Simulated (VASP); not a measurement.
Runs of VASP 6.6.1 on Ge2Br3. The structure is that of space group P-3m1 (No. 164), or close to it. The cells are those of the table. 

```tsv
task	cell	k mesh	cutoff (eV)	gap on the mesh (eV)	pressure (GPa)	largest force (eV/Å)
single point	a = 4.361, b = 4.361, c = 9.435 Å, angles 90.0, 90.0, 120.0°, 5 atoms	6 × 6 × 4	520	none	(a)	0.02
single point	a = 4.486, b = 4.486, c = 6.980 Å, angles 90.0, 90.0, 120.0°, 5 atoms	6 × 6 × 4	520	none	7.9	0.95
single point	a = 4.369, b = 4.369, c = 9.801 Å, angles 90.0, 90.0, 120.0°, 5 atoms	12 × 12 × 4	520	none	0.0	-
relaxation of cell and atoms	relaxed from a = 4.486, b = 4.486, c = 6.980 Å, angles 90.0, 90.0, 120.0°, 5 atoms	6 × 6 × 4	600	none	0.0	0.02
```

Alike in all rows: level PBE; potentials or basis VASP PAW PBE potentials, release 64 (Ge_d, Br); no spin polarisation; smearing gaussian 0.1 eV.

**Question.** Fill in the values left out.

**Answer.** (a) 0.1.

Caveats: an odd number of electrons without spin polarisation forces a metal; a magnetic or distorted state may lie lower; this functional lacks dispersion, which binds the layers, so the pressure and a relaxed spacing across them are unreliable (some runs).

A k mesh can miss the band edges, and the runs leave out spin-orbit coupling on Br, Ge.

A gap of «none» marks levels without a gap at the run's occupations.
